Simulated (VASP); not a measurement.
# Ta (Pm-3n) in VASP: single point with BLYP

Aim: the single point of Ta with BLYP.

Everything below comes from runs of VASP 6.6.1. Logs are shortened: lines on timing, memory, paths and dates and some standing lists are left out, and cuts for length are marked.

### 1 The cell of the first run

The structure is cubic, space group Pm-3n (No. 223). Conventional cell: a = 5.362 Å, b = 5.362 Å, c = 5.362 Å, α = 90.00°, β = 90.00°, γ = 90.00°. Ta (site symmetry m-3) has 12 Ta at 3.00 Å within 3.9 Å. Ta (site symmetry -4m2) has 14 Ta at 2.68 to 3.28 Å within 3.5 Å.

### 2 Single point, BLYP

INCAR

```
PREC = Accurate ; ENCUT = 520
EDIFF = 1E-6 ; ISMEAR = -1
SIGMA = 0.1 ; LREAL = False
LASPH = True ; NELM = 80
ALGO = Normal ; ISIF = 2
LWAVE = False ; LCHARG = False
GGA = B5 ; ALDAX = 1.0
AGGAX = 1.0 ; AGGAC = 1.0
ALDAC = 0.0 ; NBANDS = 54
```

KPOINTS

```
regular mesh
0
Gamma
  6 6 6
```

POSCAR

```
Ta
1.0
    5.3624835772      0.0000000000      0.0000000000
    0.0000000000      5.3624835772      0.0000000000
    0.0000000000      0.0000000000      5.3624835772
Ta
8
Direct
    0.0000000000      1.0000000000      1.0000000000
    0.5000000000      0.5000000000      0.5000000000
    0.2500000000      0.0000000000      0.5000000000
    0.7500000000      1.0000000000      0.5000000000
    0.5000000000      0.2500000000      1.0000000000
    0.5000000000      0.7500000000      1.0000000000
    0.0000000000      0.5000000000      0.2500000000
    0.0000000000      0.5000000000      0.7500000000
```

Potentials or basis: VASP PAW PBE potentials, release 64 (Ta_pv).

On the command line:

```console
$ cat potpaw_PBE.64/Ta_pv/POTCAR > POTCAR
$ mpirun -np 1 vasp_std > vasp.out
```

OUTCAR:

```text
PREC = Accurate
   ENCUT = 520
   EDIFF = 1E-6
   ISMEAR = -1
   LREAL = False
   LASPH = True
   NELM = 80
   ISIF = 2
   GGA = B5

 ion  position               nearest neighbor table
   1  0.000  0.000  0.000-   3 3.00   4 3.00   5 3.00   6 3.00   7 3.00   8 3.00   3 3.00   4 3.00
                             7 3.00   8 3.00   5 3.00   6 3.00
   2  0.500  0.500  0.500-   3 3.00   4 3.00   5 3.00   6 3.00   7 3.00   8 3.00   5 3.00   6 3.00
                             3 3.00   4 3.00   7 3.00   8 3.00
   3  0.250  0.000  0.500-   4 2.68   4 2.68   1 3.00   1 3.00   2 3.00   2 3.00   8 3.28   5 3.28
                             5 3.28   6 3.28   6 3.28   7 3.28   8 3.28   7 3.28
   4  0.750  0.000  0.500-   3 2.68   3 2.68   1 3.00   1 3.00   2 3.00   2 3.00   8 3.28   5 3.28
                             5 3.28   6 3.28   6 3.28   7 3.28   8 3.28   7 3.28
   5  0.500  0.250  0.000-   6 2.68   6 2.68   1 3.00   2 3.00   2 3.00   1 3.00   8 3.28   4 3.28
                             3 3.28   4 3.28   3 3.28   7 3.28   7 3.28   8 3.28
   6  0.500  0.750  0.000-   5 2.68   5 2.68   1 3.00   2 3.00   2 3.00   1 3.00   8 3.28   4 3.28
                             3 3.28   4 3.28   3 3.28   7 3.28   7 3.28   8 3.28
   7  0.000  0.500  0.250-   8 2.68   8 2.68   1 3.00   2 3.00   1 3.00   2 3.00   3 3.28   4 3.28
                             5 3.28   3 3.28   4 3.28   6 3.28   5 3.28   6 3.28
   8  0.000  0.500  0.750-   7 2.68   7 2.68   1 3.00   2 3.00   1 3.00   2 3.00   3 3.28   4 3.28
                             5 3.28   3 3.28   4 3.28   6 3.28   5 3.28   6 3.28

  LATTYP: Found a simple cubic cell.
 ALAT       =     5.3624835772

  Lattice vectors:

 A1 = (   5.3624835772,   0.0000000000,   0.0000000000)
 A2 = (   0.0000000000,   5.3624835772,   0.0000000000)
 A3 = (   0.0000000000,   0.0000000000,   5.3624835772)

Analysis of symmetry for initial positions (statically):
=====================================================================
 Subroutine PRICEL returns:
 Original cell was already a primitive cell.

 Routine SETGRP: Setting up the symmetry group for a
 simple cubic supercell.

 Subroutine GETGRP returns: Found 48 space group operations
 (whereof 24 operations were pure point group operations)
 out of a pool of 48 trial point group operations.

The static configuration has the point symmetry T_h .
 The point group associated with its full space group is O_h .

Analysis of symmetry for dynamics (positions and initial velocities):
=====================================================================
 Subroutine PRICEL returns:
 Original cell was already a primitive cell.

[... 122 lines left out ...]
   ISYM   =      2    0-nonsym 1-usesym 2-fastsym
   POTIM  = 0.5000    time-step for ionic-motion
   TEBEG  =    0.0;   TEEND  =   0.0 temperature during run
   PSTRESS=    0.0 pullay stress
   NELECT =      88.0000    total number of electrons
   NUPDOWN=      -1.0000    fix difference up-down
   EMIN   =  10.00;   EMAX   =-10.00  energy-range for DOS
   EFERMI =   0.00;   METHOD = LEGACY
   ISMEAR =    -1;   SIGMA  =   0.10  broadening in eV -4-tet -1-fermi 0-gaus
   EFERMI_NEDOS =   21; number of points for ismear=-14 and -15
   IALGO  =     38    algorithm
   IMIX   =      4    mixing-type and parameters
     AMIX     =   0.40;   BMIX     =  1.00
     AMIX_MAG =   1.60;   BMIX_MAG =  1.00
  volume/ion in A,a.u.               =      19.28       130.08
  Fermi-wavevector in a.u.,A,eV,Ry     =   1.357906  2.566070 25.087906  1.843909
  Thomas-Fermi vector in A             =   2.484785
   LORBIT       =      0    0 simple, 1 ext, 2 COOP (PROOUT), +10 PAW based schemes
   GGA     = B5    functional components
   LHFCALC =     F    Hartree Fock is set to
   AEXX    =    0.0000 exact exchange contribution
   IVDW    =     0    specifies the selected vdW correction
   LEPSILON=     F    determine dielectric tensor
   LRPA    =     F    only Hartree local field effects (RPA)
 non-spin polarized calculation
  energy-cutoff  :      520.00
  volume of cell :      154.20
 maximum number of plane-waves:      4224
 NGX is ok and might be reduce to    40
   NGX = 19   NGY = 19   NGZ = 19

 number of electron      87.9999983 magnetization

 Free energy of the ion-electron system (eV)
  ---------------------------------------------------
  ext. energy  EPLUGINS =         0.00000000
  ---------------------------------------------------
  free energy    TOTEN  =       -82.24201309 eV

  energy without entropy =      -81.93866404  energy(sigma->0) =      -82.09033857

 E-fermi :   5.5913     XC(G=0): -11.6605

 val. band max:        5.5647551983   @ k =   0.3333   0.3333   0.0000
 cond. band min:       5.5928237466   @ k =   0.3333   0.1667   0.0000
 fundamental gap:      0.0280685483
 Fermi energy:         5.5912689127

 k-point     1 :       0.0000    0.0000    0.0000
  band No.  band energies     occupation
      1     -28.9502      2.00000
      2     -28.9502      2.00000
      3     -28.8406      2.00000
      4     -28.5952      2.00000
      5     -28.5952      2.00000
      6     -28.5952      2.00000
[... 1129 lines left out ...]
     53       8.1768      0.00000
     54       8.1768      0.00000

------------------------ aborting loop because EDIFF is reached ----------------------------------------

  FORCE on cell =-STRESS in cart. coord.  units (eV):
  Direction    XX          YY          ZZ          XY          YZ          ZX
  --------------------------------------------------------------------------------------
  -------------------------------------------------------------------------------------
  Total        1.0280455      1.0280455      1.0280455     -0.0000000      0.0000000      0.0000000
  in kB       10.6813217     10.6813217     10.6813217     -0.0000000      0.0000000      0.0000000
  external PRESSURE =      10.6813217 kB  Pullay stress =       0.0000000 kB

 VOLUME and BASIS-vectors are now :
 -----------------------------------------------------------------------------
  energy-cutoff  :      520.00
  volume of cell :      154.20
      direct lattice vectors                 reciprocal lattice vectors
     5.362483577  0.000000000  0.000000000     0.186480758  0.000000000  0.000000000
     0.000000000  5.362483577  0.000000000     0.000000000  0.186480758  0.000000000
     0.000000000  0.000000000  5.362483577     0.000000000  0.000000000  0.186480758

 POSITION                                       TOTAL-FORCE (eV/Angst)
 -----------------------------------------------------------------------------------
      0.00000      0.00000      0.00000        -0.000000     -0.000000     -0.000000
      2.68124      2.68124      2.68124        -0.000000     -0.000000     -0.000000
      1.34062      0.00000      2.68124        -0.000000      0.000000      0.000000
      4.02186      0.00000      2.68124         0.000000      0.000000     -0.000000
      2.68124      1.34062      0.00000         0.000000     -0.000000      0.000000
      2.68124      4.02186      0.00000        -0.000000      0.000000      0.000000
      0.00000      2.68124      1.34062         0.000000      0.000000      0.000000
      0.00000      2.68124      4.02186         0.000000     -0.000000     -0.000000
 -----------------------------------------------------------------------------------
    total drift:                               -0.000000     -0.000000      0.000000

  FREE ENERGIE OF THE ION-ELECTRON SYSTEM (eV)
  ---------------------------------------------------
  free  energy   TOTEN  =       -82.2420130918 eV

  energy  without entropy=      -81.9386640416  energy(sigma->0) =      -82.09033857
```

OSZICAR:

```text
N       E                     dE             d eps       ncg     rms          rms(c)
DAV:   1     0.934239188178E+03    0.93424E+03   -0.48844E+04  2168   0.168E+03
DAV:   2    -0.371642751262E+02   -0.97140E+03   -0.95137E+03  2294   0.506E+02
DAV:   3    -0.844193901908E+02   -0.47255E+02   -0.45138E+02  2736   0.943E+01
DAV:   4    -0.859519436457E+02   -0.15326E+01   -0.14999E+01  2552   0.144E+01
DAV:   5    -0.860047477064E+02   -0.52804E-01   -0.52567E-01  2750   0.226E+00    0.340E+01
DAV:   6    -0.830819506646E+02    0.29228E+01   -0.36576E+00  2474   0.107E+01    0.161E+01
DAV:   7    -0.822582319001E+02    0.82372E+00   -0.30194E+00  2518   0.957E+00    0.120E+00
DAV:   8    -0.822444844714E+02    0.13747E-01   -0.12360E-01  2688   0.246E+00    0.776E-01
DAV:   9    -0.822419012589E+02    0.25832E-02   -0.21890E-02  2608   0.829E-01    0.173E-01
DAV:  10    -0.822419873840E+02   -0.86125E-04   -0.11956E-03  2504   0.207E-01    0.108E-01
DAV:  11    -0.822420202732E+02   -0.32889E-04   -0.13696E-04  2712   0.589E-02    0.184E-02
DAV:  12    -0.822420145617E+02    0.57115E-05   -0.19927E-05  2744   0.291E-02    0.694E-03
DAV:  13    -0.822420131388E+02    0.14229E-05   -0.59032E-06  2056   0.154E-02    0.215E-03
DAV:  14    -0.822420130918E+02    0.46930E-07   -0.29488E-07  1422   0.354E-03
   1 F= -.82242013E+02 E0= -.82090339E+02  d E =-.303349E+00
```

stdout:

```text
POSCAR found type information on POSCAR Ta
 POSCAR found :  1 types and       8 ions
 scaLAPACK will be used
 -----------------------------------------------------------------------------
|                                                                             |
|                                                                             |
|     You enforced a specific xc type in the INCAR file but a different       |
|     I HOPE YOU KNOW WHAT YOU ARE DOING!                                     |
|                                                                             |
 -----------------------------------------------------------------------------

 LDA part: xc-table for (Slater(with rela. corr.)+VWN5), standard interpolation
 POSCAR, INCAR and KPOINTS ok, starting setup
 FFT: planning ... GRIDC
 FFT: planning ... GRID_SOFT
 FFT: planning ... GRID
 WAVECAR not read
 entering main loop
```

Wall time 2.4 min (1 thread of Intel Xeon Platinum 8375C at 2.90GHz (Ice Lake), shared host); peak memory 0.3 GiB.

What came out:

```
Free energy            : -82.2420 eV
Pressure               : 1.1 GPa
Band gap on the k mesh : zero (band 44 reaches 5.69 eV, above the bottom of band 45 at 5.48 eV)
```

Levels at points of the mesh, in eV from the Fermi level:
| k point | band 42 | band 43 | band 44 | band 45 | band 46 | band 47 |
| --- | --- | --- | --- | --- | --- | --- |
| (0.00, 0.00, 0.00) | -0.97 | -0.73 | -0.73 | 0.04 | 0.04 | 0.81 |
| (0.50, 0.00, 0.00) | -0.45 | 0.00 | 0.00 | 0.28 | 0.28 | 0.44 |
| (0.50, 0.50, 0.00) | -0.40 | -0.40 | -0.18 | 0.18 | 0.59 | 0.59 |
| (0.50, 0.50, 0.50) | -0.84 | -0.12 | -0.12 | -0.12 | -0.12 | -0.12 |

Caveat: the PAW data sets were made with another functional, which shifts forces and pressure a little; spin-orbit coupling is left out, which moves the levels of the heavy elements.
